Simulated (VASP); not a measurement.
Runs of VASP 6.6.1 on Ge. The structure is that of space group P6_3/mmc (No. 194), or close to it. The cells are those of the table. 

```tsv
task	cell	k mesh	cutoff (eV)	smearing	gap on the mesh (eV)	pressure (GPa)	largest force (eV/Å)
single point	a = 3.936, b = 3.936, c = 6.492 Å, angles 90.0, 90.0, 120.0°, 4 atoms	15 × 15 × 8	520	gaussian 0.1 eV	none	(b)	-
single point	a = 4.241, b = 4.241, c = 6.994 Å, angles 90.0, 90.0, 120.0°, 4 atoms	15 × 15 × 8	520	gaussian 0.1 eV	none	-5.8	-
single point	a = 3.936, b = 3.936, c = 6.813 Å, angles 90.0, 90.0, 120.0°, 4 atoms	12 × 12 × 8	520	gaussian 0.1 eV	none	3.0	0.25
single point	a = 4.180, b = 4.180, c = 6.572 Å, angles 90.0, 90.0, 120.0°, 4 atoms	12 × 12 × 8	520	gaussian 0.1 eV	none	-2.0	(a)
relaxation of cell and atoms	relaxed from a = 3.998, b = 3.998, c = 6.599 Å, angles 90.0, 90.0, 120.0°, 4 atoms	12 × 12 × 6	600	gaussian 0.01 eV	none	0.0	-
single point	a = 4.058, b = 4.058, c = 6.693 Å, angles 90.0, 90.0, 120.0°, 4 atoms	9 × 9 × 5	520	gaussian 0.1 eV	-	-0.1	-
relaxation of cell and atoms	relaxed from a = 4.058, b = 4.058, c = 6.693 Å, angles 90.0, 90.0, 120.0°, 4 atoms	12 × 12 × 6	600	gaussian 0.1 eV	none	0.0	-
single point	a = 4.119, b = 4.119, c = 6.669 Å, angles 90.0, 90.0, 120.0°, 4 atoms	12 × 12 × 8	520	gaussian 0.1 eV	none	-1.5	-
single point	a = 3.997, b = 3.997, c = 6.592 Å, angles 90.0, 90.0, 120.0°, 4 atoms	15 × 15 × 8	520	gaussian 0.1 eV	none	2.9	-
single point	a = 3.876, b = 3.876, c = 6.873 Å, angles 90.0, 90.0, 120.0°, 4 atoms	12 × 12 × 8	520	gaussian 0.1 eV	none	4.8	0.30
single point	a = 4.119, b = 4.119, c = 6.632 Å, angles 90.0, 90.0, 120.0°, 4 atoms	12 × 12 × 8	520	gaussian 0.1 eV	none	-1.2	0.20
single point	a = 4.180, b = 4.180, c = 6.893 Å, angles 90.0, 90.0, 120.0°, 4 atoms	15 × 15 × 8	520	gaussian 0.1 eV	none	-4.3	-
```

Alike in all rows: level PBE; potentials or basis VASP PAW PBE potentials, release 64 (Ge_d); no spin polarisation.

Problem. Fill in the values left out.

Solution. (a) 0.24; (b) 6.6.

Caveats: the relaxation stopped at its first step, so nothing moved (some runs).

A k mesh can miss the band edges, and the runs leave out spin-orbit coupling on Ge.

A gap of «none» marks levels without a gap at the run's occupations.
